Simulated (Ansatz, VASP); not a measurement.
## One calculation of Hg, two programs

The input POSCAR:

```
Hg
1.0
    1.7422834585      1.0059078238      2.2498614000
   -1.7422834585      1.0059078238      2.2498614000
    0.0000000000     -2.0118156475      2.2498614000
Hg
1
Direct
    0.0000000000      0.0000000000      0.0000000000
```

File INCAR.step1:

```
SYSTEM = Hg
PREC = Accurate
ENCUT = 520
ISMEAR = 0
SIGMA = 0.1
LREAL = .False.
LASPH = .True.
NELM = 100
NBANDS = 12
GGA = PE
ALGO = Normal
EDIFF = 1E-4
LWAVE = .True.
LCHARG = .False.
```

INCAR.step2

```
SYSTEM = Hg
PREC = Accurate
ENCUT = 520
EDIFF = 1E-6
ISMEAR = 0
SIGMA = 0.1
LREAL = .False.
LASPH = .True.
NELM = 100
ALGO = Normal
ISIF = 2
LWAVE = .False.
LCHARG = .True.
METAGGA = R2SCAN
LMIXTAU = .True.
LELF = .True.
LVHAR = .True.
NBANDS = 12
ISTART = 1
```

File KPOINTS:

```
regular mesh
0
Gamma
  15 15 15
  0 0 0
```

Input for Ansatz:

```yaml
crystal:
  lattice:
    - [1.7422834585, 1.0059078238, 2.2498614]
    - [-1.7422834585, 1.0059078238, 2.2498614]
    - [0.0, -2.0118156475, 2.2498614]
  atoms:
    - { symbol: Hg, position: [0.0, 0.0, 0.0] }
basis:
  ecutwfc: 500
kpoints:
  mp_grid: { grid: [15, 15, 15] }
hamiltonian:
  xc: r2scan
scf:
  occupations: { method: gaussian, width: 0.1 }
output:
  forces: true
  stress: true
  eigenvalues: true
  populations: true
```

Alike in both runs: task single point; functional r2SCAN; k mesh 15 × 15 × 15; occupations gaussian, width 0.1 eV; no spin polarisation.

|  | VASP | Ansatz |
| --- | --- | --- |
| version | VASP 6.6.1 | Ansatz 0.2.0 |
| potentials or method | VASP PAW PBE potentials, release 64 (Hg), cutoff 520 eV | scalar-relativistic, plane waves, PAW |
| valence electrons in the cell | 12 | 20 |

VASP gave:

* gap on the k mesh at the Fermi level (eV): none
* pressure (GPa): 3.6
* traceless stress, the component that is largest in VASP (GPa): -0.45

**Question.** Estimate Ansatz's values.

**Answer.** gap on the k mesh at the Fermi level (eV): none; pressure (GPa): 3.0; traceless stress, the component that is largest in VASP (GPa): -0.65.

VASP's potentials were made for PBE, not for r2SCAN. A gap of «none» marks a metal or a gap that the smearing closes. VASP's potentials hold 12 valence electrons a cell and Ansatz's 20, so a difference there can come from the potentials and not from the codes.

Neither program's run includes spin-orbit coupling.
